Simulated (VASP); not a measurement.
# C (Imm2) in VASP: relaxation of cell and atoms with PBE

Aim: the relaxation of cell and atoms of C with PBE.

Everything below comes from runs of VASP 6.6.1. Logs are shortened: lines on timing, memory, paths and dates and some standing lists are left out, and cuts for length are marked.

### 1 The cell of the first run

The structure is orthorhombic, space group Imm2 (No. 44). Conventional cell: a = 4.283 Å, b = 5.486 Å, c = 5.667 Å, α = 90.00°, β = 90.00°, γ = 90.00°. C (site symmetry 1) has 1 C at 1.43 Å within 1.9 Å. C (site symmetry mm2) has 8 C at 2.28 to 2.32 Å within 3.0 Å.

### 2 Relaxation of cell and atoms, PBE

Contents of INCAR:

```
SYSTEM = C
ALGO     = Normal         ! electronic algorithm
EDIFF    = 1E-6           ! SCF threshold, eV
EDIFFG   = -0.04          ! ionic threshold
ENCUT    = 600            ! plane-wave cutoff, eV
GGA      = PE             ! functional
IBRION   = 2              ! ionic algorithm
ISIF     = 3              ! what is computed and relaxed
ISMEAR   = 0              ! smearing method
LASPH    = .TRUE.         ! aspherical terms in the spheres
LCHARG   = .FALSE.        ! write CHGCAR
LREAL    = .FALSE.        ! projectors in reciprocal space
LWAVE    = .FALSE.        ! write WAVECAR
NELM     = 100            ! most SCF steps
NSW      = 90             ! ionic steps
PREC     = Accurate       ! precision mode
SIGMA    = 0.1            ! smearing width, eV
```

Contents of KPOINTS:

```
k-points
0
G
  6 6 6
  0 0 0
```

Contents of POSCAR:

```
C
1.0
   -2.1414179346      2.7429908934      2.8337448288
    2.1414179346     -2.7429908934      2.8337448288
    2.1414179346      2.7429908934     -2.8337448288
C
5
Direct
    0.0830900000      0.0214900000      0.3949400000
    0.6265500000      0.0214900000      0.9384000000
    0.6265500000      0.6881500000      0.6050600000
    0.0830900000      0.6881500000      0.0616000000
    0.1666700000      0.1666700000      0.0000000000
```

Potentials or basis: VASP PAW PBE potentials, release 64 (C).

Launch:

```sh
$ cat potpaw_PBE.64/C/POTCAR > POTCAR
$ mpirun -np 1 vasp_std > vasp.out
```

OUTCAR:

```text
SYSTEM = C
   EDIFF = 1E-6
   EDIFFG = -0.04
   ENCUT = 600
   GGA = PE
   IBRION = 2
   ISIF = 3
   ISMEAR = 0
   LASPH = .TRUE.
   LREAL = .FALSE.
   NELM = 100
   NSW = 90
   PREC = Accurate

 ion  position               nearest neighbor table
   1  0.083  0.021  0.395-   4 1.43
   2  0.627  0.021  0.938-   3 1.43
   3  0.627  0.688  0.605-   2 1.43
   4  0.083  0.688  0.062-   1 1.43
   5  0.167  0.167  0.000-

  LATTYP: Found a body centered orthorhombic cell.
 ALAT       =     4.2828358692
 B/A-ratio  =     1.2809227237
 C/A-ratio  =     1.3233030241

  Lattice vectors:

 A1 = (  -2.1414179346,   2.7429908934,   2.8337448288)
 A2 = (   2.1414179346,  -2.7429908934,   2.8337448288)
 A3 = (   2.1414179346,   2.7429908934,  -2.8337448288)

Analysis of symmetry for initial positions (statically):
=====================================================================
 Subroutine PRICEL returns:
 Original cell was already a primitive cell.

 Routine SETGRP: Setting up the symmetry group for a
 body centered orthorhombic supercell.

 Subroutine GETGRP returns: Found  4 space group operations
 (whereof  4 operations were pure point group operations)
 out of a pool of  8 trial point group operations.

The static configuration has the point symmetry C_2v.

Analysis of symmetry for dynamics (positions and initial velocities):
=====================================================================
 Subroutine PRICEL returns:
 Original cell was already a primitive cell.

 Routine SETGRP: Setting up the symmetry group for a
 body centered orthorhombic supercell.

 Subroutine GETGRP returns: Found  4 space group operations
 (whereof  4 operations were pure point group operations)
 out of a pool of  8 trial point group operations.

The dynamic configuration has the point symmetry C_2v.

 Subroutine INISYM returns: Found  4 space group operations
 (whereof  4 operations are pure point group operations),
 and found     1 'primitive' translations

----------------------------------------------------------------------------------------

                                     Primitive cell

  volume of cell :      66.5804

  direct lattice vectors                    reciprocal lattice vectors
    -2.141417935  2.742990893  2.833744829     0.000000000  0.182282778  0.176444962
     2.141417935 -2.742990893  2.833744829     0.233490152  0.000000000  0.176444962
     2.141417935  2.742990893 -2.833744829     0.233490152  0.182282778  0.000000000

  length of vectors
     4.487736575  4.487736575  4.487736575     0.253692404  0.292661026  0.296217255

  position of ions in fractional coordinates (direct lattice)
     0.083090000  0.021490000  0.394940000
     0.626550000  0.021490000  0.938400000
     0.626550000  0.688150000  0.605060000
     0.083090000  0.688150000  0.061600000
     0.166670000  0.166670000  0.000000000

  ion indices of the primitive-cell ions
   primitive index   ion index
                 1           1
                 2           2
                 3           3
                 4           4
                 5           5

----------------------------------------------------------------------------------------

 KPOINTS: k-points

Automatic generation of k-mesh.
 Grid dimensions read from file:
 generate k-points for:    6    6    6

 Generating k-lattice:

  Cartesian coordinates                     Fractional coordinates (reciprocal lattice)
     0.000000000  0.030380463  0.029407494     0.166666667  0.000000000  0.000000000
     0.038915025  0.000000000  0.029407494     0.000000000  0.166666667  0.000000000
     0.038915025  0.030380463  0.000000000     0.000000000  0.000000000  0.166666667

  Length of vectors
     0.042282067  0.048776838  0.049369543

  Shift w.r.t. Gamma in fractional coordinates (k-lattice)
     0.000000000  0.000000000  0.000000000

 Subroutine IBZKPT returns following result:
 ===========================================

 Found     46 irreducible k-points:

 Following reciprocal coordinates:
            Coordinates               Weight
  0.000000  0.000000  0.000000      1.000000
  0.166667  0.000000  0.000000      4.000000
  0.333333  0.000000  0.000000      4.000000
  0.500000 -0.000000  0.000000      2.000000
  0.000000  0.166667 -0.000000      4.000000
  0.166667  0.166667 -0.000000      8.000000
[... 16 lines left out ...]
 -0.166667  0.166667  0.166667      2.000000
  0.166667  0.333333  0.166667      4.000000
 [... further k-points ...]
   k-points           NKPTS =     46   k-points in BZ     NKDIM =     46   number of bands    NBANDS=     14
   number of dos      NEDOS =    301   number of ions     NIONS =      5
   total plane-waves  NPLWV =  46656
   dimension x,y,z NGX =    36 NGY =   36 NGZ =   36
   dimension x,y,z NGXF=    72 NGYF=   72 NGZF=   72
   ions per type =               5
   NGX,Y,Z   is equivalent  to a cutoff of  13.34, 13.34, 13.34 a.u.
   NGXF,Y,Z  is equivalent  to a cutoff of  26.67, 26.67, 26.67 a.u.
 SYSTEM =  C
   PREC   = accura    normal or accurate (medium, high low for compatibility)
   ISTART =      0    job   : 0-new  1-cont  2-samecut
   ICHARG =      2    charge: 1-file 2-atom 10-const
   ISPIN  =      1    spin polarized calculation?
   LNONCOLLINEAR =      F non collinear calculations
   LSORBIT =      F    spin-orbit coupling
   LASPH  =      T    aspherical Exc in radial PAW
   ENCUT  =  600.0 eV  44.10 Ry    6.64 a.u.   8.96  8.96  8.96*2*pi/ulx,y,z
   NELM   =    100;   NELMIN=  2; NELMDL= -5     # of ELM steps
   EDIFF  = 0.1E-05   stopping-criterion for ELM
   LREAL  =      F    real-space projection
   EDIFFG = -.4E-01   stopping-criterion for IOM
   NSW    =     90    number of steps for IOM
   IBRION =      2    ionic relax: 0-MD 1-quasi-New 2-CG
   NFREE  =      1    steps in history (QN), initial steepest desc. (CG)
   ISIF   =      3    stress and relaxation
   ISYM   =      2    0-nonsym 1-usesym 2-fastsym
   POTIM  = 0.5000    time-step for ionic-motion
   TEBEG  =    0.0;   TEEND  =   0.0 temperature during run
   PSTRESS=    0.0 pullay stress
   NELECT =      20.0000    total number of electrons
   NUPDOWN=      -1.0000    fix difference up-down
   EMIN   =  10.00;   EMAX   =-10.00  energy-range for DOS
   EFERMI =   0.00;   METHOD = LEGACY
   ISMEAR =     0;   SIGMA  =   0.10  broadening in eV -4-tet -1-fermi 0-gaus
   EFERMI_NEDOS =   21; number of points for ismear=-14 and -15
   IALGO  =     38    algorithm
   IMIX   =      4    mixing-type and parameters
     AMIX     =   0.40;   BMIX     =  1.00
     AMIX_MAG =   1.60;   BMIX_MAG =  1.00
  volume/ion in A,a.u.               =      13.32        89.86
  Fermi-wavevector in a.u.,A,eV,Ry     =   1.096401  2.071897 16.355490  1.202095
  Thomas-Fermi vector in A             =   2.232742
   LORBIT       =      0    0 simple, 1 ext, 2 COOP (PROOUT), +10 PAW based schemes
   GGA     = PE    functional components
   LHFCALC =     F    Hartree Fock is set to
   AEXX    =    0.0000 exact exchange contribution
   IVDW    =     0    specifies the selected vdW correction
   LEPSILON=     F    determine dielectric tensor
   LRPA    =     F    only Hartree local field effects (RPA)
 conjugate gradient relaxation of ions
 non-spin polarized calculation
 Gauss-broadening in eV      SIGMA  =   0.10
  energy-cutoff  :      600.00
  volume of cell :       66.58
 maximum number of plane-waves:      2250
   NGX = 17   NGY = 17   NGZ = 17

--------------------------------------- Ionic step        1  -------------------------------------------

 number of electron      20.0000001 magnetization

 Free energy of the ion-electron system (eV)
  ---------------------------------------------------
  ext. energy  EPLUGINS =         0.00000000
  ---------------------------------------------------
  free energy    TOTEN  =       -27.11065898 eV

  energy without entropy =      -27.09460750  energy(sigma->0) =      -27.10263324

------------------------ aborting loop because EDIFF is reached ----------------------------------------

  FORCE on cell =-STRESS in cart. coord.  units (eV):
  Direction    XX          YY          ZZ          XY          YZ          ZX
  --------------------------------------------------------------------------------------
  -------------------------------------------------------------------------------------
  Total      -13.4385664    -10.2211783     -4.3201205      0.0000000      0.0000000      0.0000000
  in kB     -323.3828544   -245.9603002   -103.9584762      0.0000000      0.0000000      0.0000000
  external PRESSURE =    -224.4338770 kB  Pullay stress =       0.0000000 kB
[... 1337 lines left out ...]
  band No.  band energies     occupation
      1     -10.3386      2.00000
      2      -7.6659      2.00000
      3      -5.5929      2.00000
      4      -3.9108      2.00000
      5       2.0714      2.00000
      6       3.4092      2.00000
      7       4.6839      2.00000
      8       5.3321      2.00000
      9       6.8330      2.00000
     10       7.8889      2.00000
     11       9.5361      2.00000
     12      10.9776      0.00000
     13      14.4430      0.00000
     14      15.7919      0.00000

 [... further k-points ...]

[... ionic steps 4 to 39 ...]

--------------------------------------- Ionic step       40  -------------------------------------------

 number of electron      20.0000000 magnetization

------------------------ aborting loop because EDIFF is reached ----------------------------------------

  FORCE on cell =-STRESS in cart. coord.  units (eV):
  Direction    XX          YY          ZZ          XY          YZ          ZX
  --------------------------------------------------------------------------------------
  -------------------------------------------------------------------------------------
  Total       -0.0633401     -0.3020576      0.1278346      0.0000000      0.0000000      0.0000000
  in kB       -2.3132863    -11.0316436      4.6687320      0.0000000      0.0000000      0.0000000
  external PRESSURE =      -2.8920660 kB  Pullay stress =       0.0000000 kB
[... 63 lines left out ...]
  energy  without entropy=      -37.5589391459  energy(sigma->0) =      -37.56311933

--------------------------------------- Ionic step       42  -------------------------------------------

 number of electron      20.0000000 magnetization

 Free energy of the ion-electron system (eV)
  ---------------------------------------------------
  ext. energy  EPLUGINS =         0.00000000
  ---------------------------------------------------
  free energy    TOTEN  =       -37.56768865 eV

  energy without entropy =      -37.55887175  energy(sigma->0) =      -37.56328020

 E-fermi :   5.0088     XC(G=0): -10.5622

 val. band max:        4.9897953278   @ k =   0.1667   0.3333   0.0000
 cond. band min:       5.0616179789   @ k =   0.5000   0.5000   0.1667
 fundamental gap:      0.0718226511
 Fermi energy:         5.0087659493

 k-point     1 :       0.0000    0.0000    0.0000
  band No.  band energies     occupation
      1     -15.2834      2.00000
      2      -9.5120      2.00000
      3      -6.1646      2.00000
      4      -6.1433      2.00000
      5      -3.8945      2.00000
      6      -1.7225      2.00000
      7      -1.7216      2.00000
      8      -1.5789      2.00000
      9       3.9845      2.00000
     10       4.5659      2.00000
     11       4.5755      2.00000
     12       4.9303      1.73284
[... 425 lines left out ...]
  FREE ENERGIE OF THE ION-ELECTRON SYSTEM (eV)
  ---------------------------------------------------
  free  energy   TOTEN  =       -37.5676886466 eV

  energy  without entropy=      -37.5588717492  energy(sigma->0) =      -37.56328020

 reached required accuracy - stopping structural energy minimisation
```

Run time: 24 min. Hardware: 1 thread of Intel Xeon Platinum 8259CL at 2.50GHz (Skylake/Cascade Lake), shared host; peak memory 0.22 GiB.

What came out:

```
Free energy                            : -37.5677 eV
Relaxed volume                         : 8.83 Å³/atom
Relaxed cell                           : a = 4.186 Å, b = 4.186 Å, c = 4.186 Å, α = 128.06°, β = 128.11°, γ = 76.49°
Space group after relaxing (to 0.05 Å) : I4/mmm (No. 139)
Energy gained by relaxing              : 2091.4 meV/atom
Ionic steps                            : 42
Pressure after relaxing                : -0.1 GPa
Largest force after relaxing           : 0.034 eV/Å
Band gap on the k mesh                 : zero (band 10 reaches 6.29 eV, above the bottom of band 11 at 3.45 eV)
```

Forces in eV/Å, atoms in the order of the input:
```
C    0.005 -0.034  0.006
C    0.005  0.034  0.006
C   -0.005  0.034  0.006
C   -0.005 -0.034  0.006
C    0.000  0.000 -0.024
```

Step by step:
```csv
step,energy change (eV),largest force (eV/Å),pressure (GPa),volume (Å³)
1,0.0000,3.4221,-22.44,66.58
3,-0.1507,3.3478,-22.74,65.02
5,-0.8129,3.6772,-4.91,59.57
7,-0.8811,1.5599,-10.26,60.71
9,-5.4801,6.7875,30.37,32.13
11,-5.8115,6.9894,49.62,29.89
13,-7.1298,5.6472,27.35,30.90
15,-8.3267,5.1190,8.80,33.14
17,-8.0042,5.0174,5.31,39.28
19,-9.7574,2.3659,4.08,35.98
21,-10.1273,1.5037,10.30,36.36
23,-10.2447,0.4250,2.52,37.55
25,-10.3701,0.4851,3.06,39.04
27,-10.3912,0.7341,4.94,40.25
29,-10.4305,0.5323,4.05,41.79
31,-10.4486,0.1603,-0.60,43.04
33,-10.4522,0.1569,-0.11,43.12
35,-10.4533,0.0648,0.85,43.13
37,-10.4553,0.0819,0.45,43.53
39,-10.4559,0.0592,0.00,43.76
41,-10.4566,0.0640,-0.20,43.97
42,-10.4570,0.0344,-0.06,44.14
```

Final structure:
```yaml
crystal:
  lattice:
    - [-1.83306, 1.83125, 3.28759]
    - [1.83306, -1.83125, 3.28759]
    - [1.83306, 1.83125, -3.28759]
  atoms:
    - { symbol: C, position: [0.01475, 0.01448, 0.39498] }
    - { symbol: C, position: [0.61951, 0.01448, 0.99974] }
    - { symbol: C, position: [0.61951, 0.61977, 0.60503] }
    - { symbol: C, position: [0.01474, 0.61977, 0.00026] }
    - { symbol: C, position: [0.31744, 0.31744, 0.00000] }
```

Caveat: the volume moved by over 15 % at a fixed basis, so the end points are rough.
